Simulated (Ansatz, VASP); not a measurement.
# One calculation of P, two programs

POSCAR

```
P
1.0
   14.0000000000      0.0000000000      0.0000000000
    0.0000000000     14.4000000000      0.0000000000
    0.0000000000      0.0000000000     14.8000000000
P
1
Direct
    0.5000000000      0.5000000000      0.5000000000
```

INCAR.step1

```
PREC = Accurate
ENCUT = 440
EDIFF = 1E-5
ISMEAR = -1
SIGMA = 0.01
LREAL = F
LASPH = T
NELM = 200
ALGO = Normal
ISIF = 2
LWAVE = T
LCHARG = F
ISPIN = 2
MAGMOM = 3
LORBIT = 11
GGA = PE
ISYM = 0
NBANDS = 12
GGA_COMPAT = F
```

INCAR.step2

```
PREC = Accurate
ENCUT = 440
EDIFF = 1E-6
ISMEAR = -1
SIGMA = 0.01
LREAL = F
LASPH = T
NELM = 200
ALGO = Normal
ISIF = 2
LWAVE = F
LCHARG = F
ISPIN = 2
MAGMOM = 3
LORBIT = 11
METAGGA = R2SCAN
LHFCALC = T
AEXX = 0.25
LMIXTAU = T
PRECFOCK = Normal
ISTART = 1
ISYM = 0
NBANDS = 12
GGA_COMPAT = F
```

Contents of KPOINTS:

```
regular mesh
0
Gamma
  1 1 1
```

Input for Ansatz:

```yaml
crystal:
  lattice:
    - [14.0, 0.0, 0.0]
    - [0.0, 14.4, 0.0]
    - [0.0, 0.0, 14.8]
  atoms:
    - { symbol: P, position: [0.5, 0.5, 0.5], spin: 3.0 }
  symmetry: { detect: false, time_reversal: true }
hamiltonian:
  xc: r2scan0
  pseudopotentials:
    kind: paw
    azcp:
      P: "pseudopotentials/P.paw.azcp"
basis:
  ecutwfc: 500
  fft_grid_basis: typed
kpoints:
  mp_grid: { grid: [1, 1, 1], shift: [0, 0, 0] }
magnetization:
  spin_polarized: true
scf:
  occupations: { method: fermi_dirac, width: 0.01 }
```

Alike in both runs: task single point; functional r2SCAN0; k mesh 1 × 1 × 1; occupations fermi-dirac, width 0.01 eV; collinear spin.

|  | VASP | Ansatz |
| --- | --- | --- |
| version | VASP 6.6.1 | Ansatz 0.2.0 |
| potentials or method | VASP PAW PBE potentials, release 64 (P), cutoff 440 eV | plane waves (500 eV) with PAW, scalar-relativistic |
| valence electrons in the cell | 5 | 5 |

Ansatz gave:

```
gap on the k mesh at the Fermi level (eV)                     : 5.49
net moment per atom (μB)                                      : 3.00
size of the moment on the site where the two differ most (μB) : 3.00
```

Problem. Which values does VASP return?

Solution. gap on the k mesh at the Fermi level (eV): 5.47; net moment per atom (μB): 3.00; size of the moment on the site where the two differ most (μB): 1.23.

VASP's potentials were made for PBE, not for r2SCAN0. Site moments also hang on the region over which each program counts them. Ansatz's warnings: stability check not made.
